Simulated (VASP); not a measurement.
# Sn: single point with PBEsol+D3(BJ)

The system is Sn.

```
Sn
1.0
    -1.78294    1.78294    2.13952
     1.78294   -1.78294    2.13952
     1.78294    1.78294   -2.13952
Sn
1
Direct
  0.00000 0.00000 0.00000
```

This cell differs from its parent crystal: ratio of the length along z to the lengths across it x 1.2, volume and fractional coordinates fixed.

```yaml
Program: VASP 6.6.1
Task: single point
Functional: PBEsol
Dispersion: D3(BJ)
Potentials_or_basis: VASP PAW PBE potentials, release 64 (Sn_d)
Cutoff: 520 eV
k_mesh: 20 × 20 × 20
Occupations: gaussian, width 0.15 eV
Spin: no spin polarisation
```

| Item | Value |
| --- | --- |
| Pressure | -4.1 GPa |
| Band gap on the k mesh | zero (bands 7 and 8 overlap by 9.75 eV) |
| Dispersion energy per atom | -0.389 eV |

Stress tensor (GPa, compression positive):
```
-4.12  0.00  0.00
 0.00 -4.12  0.00
 0.00  0.00 -4.02
```

Levels at points of the mesh, in eV from the Fermi level:
```csv
k point,band 4,band 5,band 6,band 7,band 8,band 9,band 10,band 11
"(0.00, 0.00, 0.00)",-21.40,-21.34,-11.15,7.54,7.84,7.84,10.93,11.89
"(0.50, 0.00, 0.00)",-21.33,-21.28,-6.75,-4.61,4.51,6.23,9.01,9.35
"(0.50, 0.50, 0.00)",-21.32,-21.26,-5.68,-4.08,2.44,3.46,6.35,6.61
"(0.50, 0.50, 0.50)",-21.28,-21.28,-3.39,-2.45,0.72,0.72,4.02,4.73
```

Wall time 8.4 min on 1 thread of Intel Xeon 8259CL (shared host), peak memory 0.34 GiB.

Caveat: the cell stands under tension; the PAW data sets were made with another functional, which shifts forces and pressure a little; spin-orbit coupling is left out, which moves the levels of the heavy elements.
